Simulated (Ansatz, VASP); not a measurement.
**Two plane-wave programs on Cu**

Contents of INCAR:

```
SYSTEM = Cu
PREC = Accurate
ENCUT = 520
EDIFF = 1E-7
ISMEAR = 0
SIGMA = 0.15
LREAL = .FALSE.
LASPH = .TRUE.
NELM = 60
ALGO = Fast
ISIF = 2
LWAVE = .FALSE.
LCHARG = .FALSE.
NBANDS = 18
```

KPOINTS

```
regular mesh
0
G
  20 20 12
  0 0 0
```

Contents of POSCAR:

```
Cu
1.0
   -1.4273957350      1.4273957350      1.3410790631
    1.4273957350     -1.4273957350      1.3410790631
    2.8547914700      2.8547914700      0.0000000000
Cu
2
Direct
    0.0641173197     -0.0911850751      0.0000000000
    0.4358826803      0.5911850751      0.5000000000
```

Input for Ansatz:

```yaml
crystal:
  lattice:
    - [-1.427395735, 1.427395735, 1.3410790631]
    - [1.427395735, -1.427395735, 1.3410790631]
    - [2.85479147, 2.85479147, 0.0]
  atoms:
    - { symbol: Cu, position: [0.0641173197, -0.0911850751, 0.0] }
    - { symbol: Cu, position: [0.4358826803, 0.5911850751, 0.5] }
basis:
  ecutwfc: 520.0
kpoints:
  mp_grid: { grid: [20, 20, 12] }
hamiltonian:
  xc: lda
  pseudopotentials: { kind: paw, azcp: { folder: soft_1 } }
scf:
  occupations: { method: gaussian, width: 0.15 }
output:
  forces: true
  stress: true
  eigenvalues: true
```

Change from the starting cell: mode 1 frozen in at -0.314 Å and mode 5 at -0.036 Å (largest displacements).

Alike in both runs: task single point; functional LDA; k mesh 20 × 20 × 12; occupations gaussian, width 0.15 eV; no spin polarisation.

|  | VASP | Ansatz |
| --- | --- | --- |
| version | VASP 6.6.1 | Ansatz 0.2.0 |
| potentials or method | VASP PAW LDA potentials, release 64 (Cu), cutoff 520 eV | scalar-relativistic, plane waves, PAW |
| valence electrons in the cell | 22 | 38 |

Ansatz gave:

```
gap on the k mesh at the Fermi level (eV)                     : none
pressure (GPa)                                                : 0.9
traceless stress, the component that is largest in VASP (GPa) : -5.85
rms of the force components (eV/Å)                            : 0.134
```

Question: What did VASP give for the same quantities?

Answer: gap on the k mesh at the Fermi level (eV): none; pressure (GPa): 1.8; traceless stress, the component that is largest in VASP (GPa): -5.88; rms of the force components (eV/Å): 0.137.

Ansatz warns that its potentials were made for another functional, while VASP's fit it. LDA's correlation is that of Perdew and Zunger in VASP and of Perdew and Wang (1992) in Ansatz. Atom by atom the forces differ by 0.002 eV/Å (rms over components). A gap of «none» marks a metal or a gap that the smearing closes. VASP's potentials hold 22 valence electrons a cell and Ansatz's 38, so a difference there can come from the potentials and not from the codes.
